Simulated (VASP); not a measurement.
Input of a VASP 6.6.1 run:

File INCAR:

```
ALGO     = Normal         # electronic algorithm
EDIFF    = 1E-7           # SCF threshold, eV
EDIFFG   = -0.04          # ionic threshold
ENCUT    = 600            # plane-wave cutoff, eV
GGA      = PE             # functional
IBRION   = 2              # ionic algorithm
ISIF     = 3              # what is computed and relaxed
ISMEAR   = 0              # smearing method
LASPH    = T              # aspherical terms in the spheres
LCHARG   = F              # write CHGCAR
LREAL    = F              # projectors in reciprocal space
LWAVE    = F              # write WAVECAR
NELM     = 60             # most SCF steps
NSW      = 90             # ionic steps
PREC     = Accurate       # precision mode
SIGMA    = 0.1            # smearing width, eV
```

The input KPOINTS:

```
k-points
0
Gamma
  6 6 6
```

Contents of POSCAR:

```
Ga2Mo
1.0
    4.5078758687      0.0000000000      0.0000000000
   -2.2539379344      3.9039350195      0.0000000000
    0.0000000000      0.0000000000      2.8656140924
Ga Mo
2 1
Direct
    0.3333333333      0.6666666667      0.5000000000
    0.6666666667      0.3333333333      0.5000000000
    0.0000000000      0.0000000000      0.0000000000
```

Potentials or basis: VASP PAW PBE potentials, release 64 (Ga_d, Mo_sv).

Run with:

```console
$ cat potpaw_PBE.64/Ga_d/POTCAR potpaw_PBE.64/Mo_sv/POTCAR > POTCAR
$ mpirun -np 1 vasp_std > vasp.out
```

(1) Estimate the relaxed volume.

(2) What does it give for the relaxed cell?

(3) Predict the space group after relaxing (to 0.05 Å).

(4) Estimate the band gap on the k mesh.

Answers

(1) 15.40 Å³/atom.

(2) a = 4.482 Å, b = 4.482 Å, c = 2.656 Å, α = 90.00°, β = 90.00°, γ = 120.00°.

(3) P6/mmm (No. 191).

(4) zero (band 20 reaches 10.42 eV, above the bottom of band 21 at 8.56 eV).

Caveat: the k points lie up to 0.39 Å⁻¹ apart in the final cell.
